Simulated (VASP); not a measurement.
The system is Mn.

```
CELL_PARAMETERS angstrom
4.72648 0.00000 0.00000
0.00000 4.72648 0.00000
0.00000 0.00000 4.72648
ATOMIC_POSITIONS crystal
Mn 0.50000 0.50000 0.50000
Mn 0.00000 0.00000 0.00000
Mn 0.25000 0.00000 0.50000
Mn 0.50000 0.25000 0.00000
Mn 0.50000 0.75000 0.00000
Mn 0.75000 0.00000 0.50000
Mn 0.00000 0.50000 0.75000
Mn 0.00000 0.50000 0.25000
```

| Item | Value |
| --- | --- |
| Program | VASP 6.6.1 |
| Task | relaxation of cell and atoms |
| Functional | PBEsol |
| Potentials or basis | VASP PAW PBE potentials, release 64 (Mn_pv) |
| Cutoff | 600 eV |
| k mesh | 4 × 4 × 4 |
| Occupations | gaussian, width 0.1 eV |
| Spin | collinear spin, ferromagnetic start |
| Starting moments | [1.41, 1.41, 0.93, 0.93, 0.93, 0.93, 0.93, 0.93] μB |

At the start: pressure -38.5 GPa; volume 13.20 Å³/atom.

How do energy, volume and symmetry change on relaxing?

Over 5 steps the energy falls by 414.0 meV/atom and the volume is 10.41 Å³/atom (-21.1 %); space group Pm-3n (No. 223, to 0.05 Å); moment 0.00 μB per cell.

The path:
| step | energy change (eV) | largest force (eV/Å) | pressure (GPa) | volume (Å³) |
| --- | --- | --- | --- | --- |
| 1 | 0.0000 | 0.0000 | -38.55 | 105.59 |
| 2 | 3.5993 | 0.0000 | 146.27 | 64.11 |
| 3 | -3.2844 | 0.0000 | -5.57 | 84.90 |
| 4 | -3.3096 | 0.0000 | -1.80 | 83.81 |
| 5 | -3.3123 | 0.0000 | 0.07 | 83.32 |

Final structure:
```xyz
8
Lattice="4.3676 0.0000 0.0000 0.0000 4.3676 0.0000 0.0000 0.0000 4.3676" Properties=species:S:1:pos:R:3 pbc="T T T"
Mn    2.1838    2.1838    2.1838
Mn    0.0000    0.0000    0.0000
Mn    1.0919    0.0000    2.1838
Mn    2.1838    1.0919    0.0000
Mn    2.1838    3.2757    0.0000
Mn    3.2757    0.0000    2.1838
Mn    0.0000    2.1838    3.2757
Mn    0.0000    2.1838    1.0919
```

Caveat: the volume moved by over 15 % at a fixed basis, so the end points are rough; the PAW data sets were made with another functional, which shifts forces and pressure a little.
